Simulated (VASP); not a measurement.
## Al2Ru: single point with LDA

The system is Al2Ru.

```
Al Ru
1.0
     0.00000    3.95798    4.35095
     2.33236    0.00000    4.35095
     2.33236    3.95798    0.00000
Al Ru
4 2
Direct
  0.07886 0.42114 0.07886
  0.42114 0.07886 0.42114
  0.17114 0.82886 0.17114
  0.82886 0.17114 0.82886
  0.75000 0.75000 0.75000
  0.50000 0.50000 0.50000
```

```
Program             : VASP 6.6.1
Task                : single point
Functional          : LDA
Potentials or basis : VASP PAW LDA potentials, release 64 (Al, Ru_pv)
Cutoff              : 520 eV
k mesh              : 10 × 10 × 10
Occupations         : gaussian, width 0.01 eV
Spin                : no spin polarisation
```

```json
{
  "Pressure": "0.4 GPa",
  "Largest force": "0.007 eV/Å"
}
```

Forces in eV/Å, atoms in the order of the input:
```
Al   0.000  0.007  0.000
Al   0.000 -0.007  0.000
Al   0.000 -0.007  0.000
Al   0.000  0.007  0.000
Ru   0.000  0.000  0.000
Ru   0.000  0.000  0.000
```

Levels at points of the mesh, in eV from the Fermi level:
```
           k point  band 16  band 17  band 18  band 19  band 20  band 21  band 22  band 23  band 24  band 25
(0.00, 0.00, 0.00)    -3.04    -2.10    -1.33    -1.28    -0.04     1.68     2.30     2.38     2.62     2.80
(0.50, 0.00, 0.00)    -2.67    -2.30    -2.21    -1.22    -0.95     0.31     0.69     1.85     3.28     4.24
(0.50, 0.50, 0.00)    -2.45    -1.69    -1.69    -1.40    -1.40     2.27     2.27     2.48     2.48     3.66
(0.50, 0.00, 0.50)    -2.91    -2.38    -2.38    -1.54    -1.54     1.76     1.76     2.44     2.44     3.29
(0.00, 0.50, 0.50)    -2.99    -2.64    -2.64    -1.35    -1.35     0.31     0.31     4.68     4.68     4.86
```

It took 4.8 min on 1 thread of Intel(R) Xeon(R) Platinum 8488C (Sapphire Rapids) (shared host), peak memory 0.44 GiB.
